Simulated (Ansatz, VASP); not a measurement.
**One calculation of Mg2Sn, two programs**

The input POSCAR:

```
Mg2Sn
1.0
    0.0000000000      3.4141671491      3.4141671491
    3.4141671491      0.0000000000      3.4141671491
    3.4141671491      3.4141671491      0.0000000000
Mg Sn
2 1
Direct
    0.2500000000      0.2500000000      0.2500000000
    0.7500000000      0.7500000000      0.7500000000
    0.0000000000      0.0000000000      0.0000000000
```

Contents of INCAR.step1:

```
ALGO = Normal
EDIFF = 1E-5
ENCUT = 660
GGA = PE
GGA_COMPAT = False
ISMEAR = 0
LASPH = True
LCHARG = False
LREAL = False
LWAVE = True
NBANDS = 16
NELM = 120
PREC = Accurate
SIGMA = 0.01
```

Contents of INCAR.step2:

```
ALGO = Normal
EDIFF = 1E-6
ENCUT = 660
GGA_COMPAT = False
ISIF = 2
ISMEAR = 0
ISTART = 1
LASPH = True
LCHARG = True
LELF = True
LMIXTAU = True
LREAL = False
LVHAR = True
LWAVE = False
METAGGA = R2SCAN
NBANDS = 16
NELM = 120
PREC = Accurate
SIGMA = 0.01
```

The input KPOINTS:

```
k-points
0
Gamma
  10 10 10
```

Input for Ansatz:

```yaml
crystal:
  lattice:
    - [0.0, 3.4141671491, 3.4141671491]
    - [3.4141671491, 0.0, 3.4141671491]
    - [3.4141671491, 3.4141671491, 0.0]
  atoms:
    - { symbol: Mg, position: [0.25, 0.25, 0.25] }
    - { symbol: Mg, position: [0.75, 0.75, 0.75] }
    - { symbol: Sn, position: [0.0, 0.0, 0.0] }
basis:
  ecutwfc: 500
kpoints:
  mp_grid: { grid: [10, 10, 10] }
hamiltonian:
  xc: r2scan
scf:
  occupations: { method: gaussian, width: 0.01 }
output:
  forces: true
  stress: true
  eigenvalues: true
```

Alike in both runs: task single point; functional r2SCAN; k mesh 10 × 10 × 10; occupations gaussian, width 0.01 eV; no spin polarisation.

|  | VASP | Ansatz |
| --- | --- | --- |
| version | VASP 6.6.1 | Ansatz 0.2.0 |
| potentials or method | VASP PAW PBE potentials, release 64 (Mg, Sn_d), cutoff 660 eV | scalar-relativistic, plane waves, PAW |
| valence electrons in the cell | 18 | 34 |

VASP gave:

| Property | Result |
| --- | --- |
| gap on the k mesh at the Fermi level (eV) | 0.12 |
| least direct gap on the mesh (eV) | 1.82 |
| pressure (GPa) | -1.5 |

Problem. What did Ansatz give for the same quantities?

Solution. gap on the k mesh at the Fermi level (eV): 0.14; least direct gap on the mesh (eV): 1.84; pressure (GPa): -1.3.

VASP's potentials were made for PBE, not for r2SCAN. The functional is the same, so the differences come from potentials, cutoffs and numerics. VASP's potentials hold 18 valence electrons a cell and Ansatz's 34, so a difference there can come from the potentials and not from the codes.
